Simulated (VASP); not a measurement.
**Ge7H2: single point with LDA**

The system is Ge7H2, a slab with vacuum.

```
Ge H
1.0
     3.97523    0.00000    0.00000
     0.00000    7.95046    0.00000
     0.00000    0.00000   22.18917
Ge H
14 4
Direct
  0.00000 0.25000 0.22112
  0.00000 0.75000 0.22112
  0.00000 0.50000 0.28446
  0.00000 0.00000 0.28446
  0.50000 0.50000 0.34780
  0.50000 0.00000 0.34780
  0.50000 0.75401 0.41773
  0.50000 0.24766 0.41164
  0.00000 0.75673 0.48895
  0.00000 0.25161 0.47533
  0.00000 0.02399 0.55436
  0.00000 0.48618 0.54580
  0.50000 0.14952 0.60940
  0.50000 0.46275 0.61914
  0.69143 0.25000 0.17968
  0.30857 0.25000 0.17968
  0.30792 0.75000 0.17942
  0.69208 0.75000 0.17942
```

```json
{
 "Program": "VASP 6.6.1",
 "Task": "single point",
 "Functional": "LDA",
 "Potentials or basis": "VASP PAW LDA potentials, release 64 (Ge_d, H)",
 "Cutoff": "520 eV",
 "k mesh": "6 × 3 × 1",
 "Occupations": "gaussian, width 0.05 eV",
 "Spin": "no spin polarisation",
 "Dipole correction": "yes",
 "Further INCAR settings": "LREAL = Auto; ALGO = Normal; EDIFF = 1e-06; NBANDS = 115"
}
```

```
Largest force          : 1.294 eV/Å
Band gap on the k mesh : zero (bands 100 and 101 overlap by 0.29 eV)
```

Forces in eV/Å, atoms in the order of the input:
```
Ge   0.000 -0.030  0.335
Ge   0.000  0.030  0.263
Ge   0.000  0.127 -0.171
Ge   0.000 -0.120 -0.146
Ge   0.000  0.232  0.604
Ge   0.000 -0.220  0.324
Ge   0.000 -0.014  0.001
Ge   0.000 -0.014 -0.010
Ge   0.000 -0.005  0.012
Ge   0.000  0.028  0.029
Ge   0.000 -0.029  0.012
Ge   0.000  0.034 -0.019
Ge   0.000 -0.016 -1.294
Ge   0.000  0.006  0.123
H   -0.025  0.012 -0.023
H    0.025  0.012 -0.023
H    0.012 -0.016 -0.008
H   -0.012 -0.016 -0.008
```

Levels at points of the mesh, in eV from the Fermi level:
| k point | band 96 | band 97 | band 98 | band 99 | band 100 | band 101 | band 102 | band 103 | band 104 | band 105 |
| --- | --- | --- | --- | --- | --- | --- | --- | --- | --- | --- |
| (0.00, 0.00, 0.00) | -0.68 | -0.58 | -0.20 | -0.11 | 0.00 | 0.12 | 0.90 | 1.37 | 1.40 | 1.54 |
| (0.50, 0.00, 0.00) | -1.72 | -0.94 | -0.91 | -0.78 | -0.61 | -0.09 | 0.63 | 1.09 | 1.78 | 1.80 |

Run time: 14 min on 1 thread of Intel(R) Xeon(R) 6975P-C (Granite Rapids), on a shared host, peak memory 0.68 GiB.
